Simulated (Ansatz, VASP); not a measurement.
**MgO: VASP beside Ansatz**

```
CELL_PARAMETERS angstrom
0.00000 2.10217 2.10217
2.10217 0.00000 2.10217
2.10217 2.10217 0.00000
ATOMIC_POSITIONS crystal
Mg 0.00000 0.00000 0.00000
O 0.50000 0.50000 0.50000
```

Alike in both runs: task single point; functional r2SCAN; k mesh 10 × 10 × 10; no spin polarisation.

|  | VASP | Ansatz |
| --- | --- | --- |
| version | VASP 6.6.1 | Ansatz 0.2.0 |
| potentials or method | VASP PAW PBE potentials, release 64 (Mg, O) | plane waves, PAW |
| plane-wave cutoff (eV) | 660 | 500 |
| occupations | gaussian, width 0.01 eV | fixed |
| valence electrons in the cell | 8 | 16 |

Ansatz gave:

* gap on the k mesh at the Fermi level (eV): 5.68
* pressure (GPa): 0.0

**Question.** Estimate VASP's values.

**Answer.** gap on the k mesh at the Fermi level (eV): 5.66; pressure (GPa): -1.4.

VASP's potentials were made for PBE, not for r2SCAN. VASP's potentials hold 8 valence electrons a cell and Ansatz's 16, so a difference there can come from the potentials and not from the codes.
